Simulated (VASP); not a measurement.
# HfMg3Cu (P4/mmm) in VASP: further runs, part 2 of 2

VASP 6.6.1. Earlier steps stand in the parts before.

### 4 Single point, PBE

This run uses another cell than the first one, of 22.27 Å³/atom.

INCAR reads:

```
SYSTEM = HfMg3Cu
  PREC = Accurate
  ENCUT = 520
  EDIFF = 1E-7
  ISMEAR = 0
  SIGMA = 0.1
  LREAL = .False.
  LASPH = .True.
  NELM = 80
  ALGO = Fast
  ISIF = 2
  LWAVE = .False.
  LCHARG = .True.
  GGA = PE
  LELF = .True.
  LVHAR = .True.
  NBANDS = 22
```

KPOINTS reads:

```
Automatic mesh
0
Gamma
  10 10 6
  0 0 0
```

POSCAR reads:

```
HfMg3Cu
1.0
    3.6439049855      0.0000000000      0.0000000000
    0.0000000000      3.6439049855      0.0000000000
    0.0000000000      0.0000000000      8.3869098681
Mg Hf Cu
3 1 1
Direct
    0.5000000000      0.5000000000      0.5000000000
    0.0000000000      0.0000000000      0.2957142953
    0.0000000000      0.0000000000      0.7042857047
    0.5000000000      0.5000000000      0.0000000000
    0.0000000000      0.0000000000      0.0000000000
```

On the command line:

```bash
> cat potpaw_PBE.64/Mg/POTCAR potpaw_PBE.64/Hf_pv/POTCAR potpaw_PBE.64/Cu/POTCAR > POTCAR
> mpirun -np 1 vasp_std > vasp.out
```

Wall time 4 min (1 thread of Intel Xeon Platinum 8488C (Sapphire Rapids), shared host); peak memory 0.39 GiB.

It converged, with:

| Property | Result |
| --- | --- |
| Free energy | -16.9933 eV |
| Pressure | -0.5 GPa |
| Band gap on the k mesh | zero (an odd number of electrons rules out a gap without spin polarisation) |

Stress tensor (GPa, compression positive):
```
-0.50  0.00  0.00
 0.00 -0.50  0.00
 0.00  0.00 -0.37
```

Levels at points of the mesh, in eV from the Fermi level:
| k point | band 10 | band 11 | band 12 | band 13 | band 14 | band 15 | band 16 | band 17 | band 18 | band 19 |
| --- | --- | --- | --- | --- | --- | --- | --- | --- | --- | --- |
| (0.00, 0.00, 0.00) | -3.83 | -3.83 | 0.01 | 0.70 | 1.22 | 2.11 | 2.11 | 3.74 | 3.99 | 3.99 |
| (0.50, 0.00, 0.00) | -3.40 | -2.67 | -2.45 | -2.31 | -0.80 | 0.02 | 0.79 | 1.84 | 2.17 | 3.58 |
| (0.50, 0.50, 0.00) | -1.07 | -1.07 | -0.61 | -0.11 | 0.09 | 0.09 | 0.74 | 0.74 | 0.91 | 1.89 |
| (0.00, 0.00, 0.50) | -3.83 | -2.19 | -1.79 | 0.71 | 1.85 | 2.07 | 2.07 | 3.74 | 4.61 | 4.61 |
| (0.50, 0.00, 0.50) | -3.63 | -3.17 | -2.92 | -1.37 | -0.77 | 0.03 | 1.08 | 2.17 | 2.23 | 2.86 |
| (0.50, 0.50, 0.50) | -0.86 | -0.86 | -0.59 | -0.34 | -0.34 | 0.00 | 0.13 | 1.03 | 1.03 | 2.09 |

Caveat: spin-orbit coupling is left out, which moves the levels of the heavy elements.

### 5 Relaxation of cell and atoms, PBE

This run uses another cell than the first one, of 22.37 Å³/atom.

INCAR reads:

```
PREC = Accurate
ENCUT = 600
EDIFF = 1E-6
ISMEAR = 0
SIGMA = 0.1
LREAL = False
LASPH = True
NELM = 100
ALGO = Normal
ISIF = 3
LWAVE = False
LCHARG = False
GGA = PE
IBRION = 2
NSW = 90
EDIFFG = -0.04
```

KPOINTS reads:

```
Automatic mesh
0
Gamma
  6 6 2
```

POSCAR reads:

```
HfMg3Cu
1.0
    3.6718348713      0.0000000000      0.0000000000
    0.0000000000      3.6718348713      0.0000000000
    0.0000000000      0.0000000000      8.2948600285
Mg Hf Cu
3 1 1
Direct
    0.5000000000      0.5000000000      0.5000000000
    0.0000000000      0.0000000000      0.2943711060
    0.0000000000      0.0000000000      0.7056288940
    0.5000000000      0.5000000000      0.0000000000
    0.0000000000      0.0000000000      0.0000000000
```

On the command line:

```bash
> cat potpaw_PBE.64/Mg/POTCAR potpaw_PBE.64/Hf_pv/POTCAR potpaw_PBE.64/Cu/POTCAR > POTCAR
> mpirun -np 1 vasp_std > vasp.out
```

Run time: 2.7 min. Hardware: 1 thread of Intel Xeon Platinum 8488C (Sapphire Rapids), shared host; peak memory 0.29 GiB.

The run converged. Its results:

```yaml
Free_energy: -16.9992 eV
Relaxed_volume: 22.11 Å³/atom
Relaxed_cell: a = 3.638 Å, b = 3.638 Å, c = 8.351 Å, α = 90.00°, β = 90.00°, γ = 90.00°
Space_group_after_relaxing_to_0.1_Å: P4/mmm (No. 123)
Energy_gained_by_relaxing: 2.8 meV/atom
Ionic_steps: 6
Pressure_after_relaxing: 0.0 GPa
Largest_force_after_relaxing: 0.036 eV/Å
Band_gap_on_the_k_mesh: zero (an odd number of electrons rules out a gap without spin polarisation)
```

Forces in eV/Å, atoms in the order of the input:
```
Mg   0.000  0.000  0.000
Mg   0.000  0.000  0.036
Mg   0.000  0.000 -0.036
Hf   0.000  0.000  0.000
Cu   0.000  0.000  0.000
```

Stress tensor (GPa, compression positive):
```
 0.05  0.00  0.00
 0.00  0.05  0.00
 0.00  0.00 -0.13
```

The path:
| step | energy change (eV) | largest force (eV/Å) | pressure (GPa) | volume (Å³) |
| --- | --- | --- | --- | --- |
| 1 | 0.0000 | 0.2332 | -0.68 | 111.83 |
| 2 | -0.0125 | 0.1120 | 0.20 | 110.29 |
| 3 | -0.0127 | 0.0985 | 0.23 | 110.11 |
| 4 | -0.0124 | 0.0713 | 0.43 | 109.76 |
| 5 | -0.0127 | 0.0935 | 0.29 | 110.05 |
| 6 | -0.0139 | 0.0362 | -0.01 | 110.54 |

Final structure:
```
Mg Hf Cu
1.0
     3.63828    0.00000    0.00000
     0.00000    3.63828    0.00000
     0.00000    0.00000    8.35113
Mg Hf Cu
3 1 1
Direct
  0.50000 0.50000 0.50000
  0.00000 0.00000 0.29663
  0.00000 0.00000 0.70337
  0.50000 0.50000 0.00000
  0.00000 0.00000 0.00000
```

Levels at points of the mesh, in eV from the Fermi level:
```tsv
k point	band 10	band 11	band 12	band 13	band 14	band 15	band 16	band 17
(0.00, 0.00, 0.00)	-3.93	-3.93	-0.02	0.63	1.23	2.06	2.06	3.69
(0.50, 0.00, 0.00)	-3.48	-2.72	-2.49	-2.34	-0.82	-0.04	0.77	1.86
(0.50, 0.50, 0.00)	-1.10	-1.10	-0.65	-0.12	0.04	0.04	0.70	0.70
(0.00, 0.00, 0.50)	-3.93	-2.22	-1.81	0.63	1.86	2.03	2.03	3.69
(0.50, 0.00, 0.50)	-3.67	-3.26	-2.94	-1.40	-0.81	-0.04	1.10	2.12
(0.50, 0.50, 0.50)	-0.90	-0.90	-0.61	-0.39	-0.39	-0.03	0.12	0.99
```

Caveat: the k points lie up to 0.38 Å⁻¹ apart in the final cell, too coarse for converged energies and pressures of a metal; spin-orbit coupling is left out, which moves the levels of the heavy elements.

### 6 Relaxation of cell and atoms, PBE

INCAR reads:

```
SYSTEM = HfMg3Cu
PREC     = Accurate       ! precision mode
ENCUT    = 600            ! plane-wave cutoff, eV
EDIFF    = 1E-6           ! SCF threshold, eV
ISMEAR   = 0              ! smearing method
SIGMA    = 0.1            ! smearing width, eV
LREAL    = .FALSE.        ! projectors in reciprocal space
LASPH    = .TRUE.         ! aspherical terms in the spheres
NELM     = 100            ! most SCF steps
ALGO     = Fast           ! electronic algorithm
ISIF     = 3              ! what is computed and relaxed
LWAVE    = .FALSE.        ! write WAVECAR
LCHARG   = .FALSE.        ! write CHGCAR
GGA      = PE             ! functional
IBRION   = 2              ! ionic algorithm
NSW      = 100            ! ionic steps
EDIFFG   = -0.01          ! ionic threshold
```

KPOINTS reads:

```
regular mesh
0
G
  10 10 6
  0 0 0
```

POSCAR reads:

```
HfMg3Cu
1.0
    3.6517078256      0.0000000000      0.0000000000
    0.0000000000      3.6517078256      0.0000000000
    0.0000000000      0.0000000000      8.3043915698
Mg Hf Cu
3 1 1
Direct
    0.5000000000      0.5000000000      0.5000000000
    0.0000000000      0.0000000000      0.2981214408
    0.0000000000      0.0000000000      0.7018785592
    0.5000000000      0.5000000000      0.0000000000
    0.0000000000      0.0000000000      0.0000000000
```

Potentials or basis: VASP PAW PBE potentials, release 64 (Mg, Hf_pv, Cu).

On the command line:

```bash
> cat potpaw_PBE.64/Mg/POTCAR potpaw_PBE.64/Hf_pv/POTCAR potpaw_PBE.64/Cu/POTCAR > POTCAR
> mpirun -np 1 vasp_std > vasp.out
```

OUTCAR:

```text
SYSTEM = HfMg3Cu
   PREC = Accurate
   ENCUT = 600
   EDIFF = 1E-6
   ISMEAR = 0
   LREAL = .FALSE.
   LASPH = .TRUE.
   NELM = 100
   ISIF = 3
   GGA = PE
   IBRION = 2
   NSW = 100
   EDIFFG = -0.01

 ion  position               nearest neighbor table
   1  0.500  0.500  0.500-   2 3.08   3 3.08   2 3.08   3 3.08   2 3.08   3 3.08   2 3.08   3 3.08

   2  0.000  0.000  0.298-   5 2.48   1 3.08   1 3.08   1 3.08   1 3.08   3 3.35   4 3.58   4 3.58
                             4 3.58   4 3.58
   3  0.000  0.000  0.702-   5 2.48   1 3.08   1 3.08   1 3.08   1 3.08   2 3.35   4 3.58   4 3.58
                             4 3.58   4 3.58
   4  0.500  0.500  0.000-   5 2.58   5 2.58   5 2.58   5 2.58   3 3.58   3 3.58   2 3.58   3 3.58
                             2 3.58   2 3.58   3 3.58   2 3.58
   5  0.000  0.000  0.000-   2 2.48   3 2.48   4 2.58   4 2.58   4 2.58   4 2.58

  LATTYP: Found a simple tetragonal cell.
 ALAT       =     3.6517078256
[... 397 lines left out ...]

 E-fermi :   3.2001     XC(G=0):  -9.2886

 val. band max:        3.1973413999   @ k =   0.2000   0.0000   0.3333
 cond. band min:       3.2026100892   @ k =   0.5000   0.4000   0.0000
 fundamental gap:      0.0052686893
 Fermi energy:         3.2000921889

 k-point     1 :       0.0000    0.0000    0.0000
  band No.  band energies     occupation
      1     -28.3228      2.00000
      2     -28.1251      2.00000
      3     -28.1251      2.00000
      4      -4.0351      2.00000
      5      -2.2935      2.00000
      6      -1.6434      2.00000
[... 457 lines left out ...]
      4      -3.4285      2.00000
      5      -1.9652      2.00000
      6      -1.3994      2.00000
[... 9 lines left out ...]
     16       5.0284      0.00000
     17       5.3354      0.00000

 [... further k-points ...]

------------------------ aborting loop because EDIFF is reached ----------------------------------------

  FORCE on cell =-STRESS in cart. coord.  units (eV):
  Direction    XX          YY          ZZ          XY          YZ          ZX
  --------------------------------------------------------------------------------------
  -------------------------------------------------------------------------------------
  Total        0.0031299      0.0031299      0.0021688      0.0000000      0.0000000     -0.0000000
  in kB        0.0452255      0.0452255      0.0313390      0.0000000      0.0000000     -0.0000000
  external PRESSURE =       0.0405967 kB  Pullay stress =       0.0000000 kB
[... 20 lines left out ...]
  FREE ENERGIE OF THE ION-ELECTRON SYSTEM (eV)
  ---------------------------------------------------
  free  energy   TOTEN  =       -16.9940712833 eV

  energy  without entropy=      -16.9653263355  energy(sigma->0) =      -16.97969881

 reached required accuracy - stopping structural energy minimisation
```

Wall time 16 min (1 thread of Intel Xeon Platinum 8488C (Sapphire Rapids), shared host); peak memory 0.44 GiB.

Results:

```
Free energy                           : -16.9941 eV
Relaxed volume                        : 22.18 Å³/atom
Relaxed cell                          : a = 3.637 Å, b = 3.637 Å, c = 8.383 Å, α = 90.00°, β = 90.00°, γ = 90.00°
Space group after relaxing (to 0.1 Å) : P4/mmm (No. 123)
Energy gained by relaxing             : 0.5 meV/atom
Ionic steps                           : 10
Pressure after relaxing               : 0.0 GPa
Band gap on the k mesh                : zero (an odd number of electrons rules out a gap without spin polarisation)
```

Step by step:
| step | energy change (eV) | largest force (eV/Å) | pressure (GPa) | volume (Å³) |
| --- | --- | --- | --- | --- |
| 1 | 0.0000 | 0.0383 | -0.08 | 110.74 |
| 2 | -0.0009 | 0.0463 | -0.03 | 110.57 |
| 3 | -0.0013 | 0.0531 | 0.08 | 110.42 |
| 4 | -0.0013 | 0.0563 | 0.13 | 110.36 |
| 5 | -0.0019 | 0.0440 | 0.04 | 110.61 |
| 6 | -0.0021 | 0.0345 | -0.03 | 110.81 |
| 7 | -0.0022 | 0.0146 | -0.17 | 111.23 |
| 8 | -0.0022 | 0.0230 | -0.10 | 111.05 |
| 9 | -0.0024 | 0.0032 | 0.07 | 110.84 |
| 10 | -0.0024 | 0.0016 | 0.00 | 110.88 |

Final structure:
```xyz
5
Lattice="3.6370 0.0000 0.0000 0.0000 3.6370 0.0000 0.0000 0.0000 8.3825" Properties=species:S:1:pos:R:3 pbc="T T T"
Mg    1.8185    1.8185    4.1913
Mg    0.0000    0.0000    2.4790
Mg    0.0000    0.0000    5.9035
Hf    1.8185    1.8185    0.0000
Cu    0.0000    0.0000    0.0000
```

Caveat: spin-orbit coupling is left out, which moves the levels of the heavy elements.

### 7 Summary

```tsv
task	cell	k mesh	cutoff (eV)	gap on the mesh (eV)	pressure (GPa)	relaxed volume (Å³/atom)
single point	a = 3.652, b = 3.652, c = 8.304 Å, 5 atoms, atomic positions A	6 × 6 × 2	520	none	-0.3	-
relaxation of cell and atoms	relaxed from a = 4.240, b = 4.240, c = 5.380 Å, 5 atoms, atomic positions B	4 × 4 × 4	600	none	0.0	22.11
single point	a = 3.644, b = 3.644, c = 8.387 Å, 5 atoms, atomic positions C	10 × 10 × 6	520	none	-0.5	-
relaxation of cell and atoms	relaxed from a = 3.672, b = 3.672, c = 8.295 Å, 5 atoms, atomic positions D	6 × 6 × 2	600	none	0.0	22.11
relaxation of cell and atoms	relaxed from a = 3.652, b = 3.652, c = 8.304 Å, 5 atoms, atomic positions A	10 × 10 × 6	600	none	0.0	22.18
```

Alike in all rows: level PBE; potentials or basis VASP PAW PBE potentials, release 64 (Mg, Hf_pv, Cu); no spin polarisation; smearing gaussian 0.1 eV.

Caveats: some runs use coarse meshes; spin-orbit coupling is left out, which moves the levels of the heavy elements; a cell axis changed by over 15 % at a fixed basis, so the end point is rough (at least some runs).

Absolute energies hang on the potentials; compare differences alone.

The gap in the log of VASP goes by the Fermi energy; the results here count the filled bands.